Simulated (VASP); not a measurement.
A run of VASP 6.6.1 is set up as follows.

File INCAR:

```
PREC = Accurate
ENCUT = 520
EDIFF = 1E-6
ISMEAR = -1
SIGMA = 0.08
LREAL = False
LASPH = True
NELM = 60
ALGO = Normal
ISIF = 2
LWAVE = False
LCHARG = True
LELF = True
LVHAR = True
NBANDS = 24
```

The input KPOINTS:

```
Automatic mesh
0
Gamma
  8 8 9
```

Contents of POSCAR:

```
LaHg2
1.0
    4.8567862506      0.0000000000      0.0000000000
   -2.4283931254      4.2061002739      0.0000000000
    0.0000000000      0.0000000000      3.5656934357
La Hg
1 2
Direct
    0.0000000000      0.0000000000      0.0000000000
    0.3333333333      0.6666666667      0.5000000000
    0.6666666667      0.3333333333      0.5000000000
```

Potentials or basis: VASP PAW LDA potentials, release 64 (La, Hg).

Run with:

```console
$ cat potpaw_LDA.64/La/POTCAR potpaw_LDA.64/Hg/POTCAR > POTCAR
$ mpirun -np 1 vasp_std > vasp.out
```

Problem. Predict the band gap on the k mesh.

Solution. Zero (an odd number of electrons rules out a gap without spin polarisation).

Problem. What does it give for the pressure?

Solution. 2.0 GPa.

Stress tensor (GPa, compression positive):
```
 3.30  0.00  0.00
 0.00  3.30  0.00
 0.00  0.00 -0.47
```

Caveat: spin-orbit coupling is left out, which moves the levels of the heavy elements.
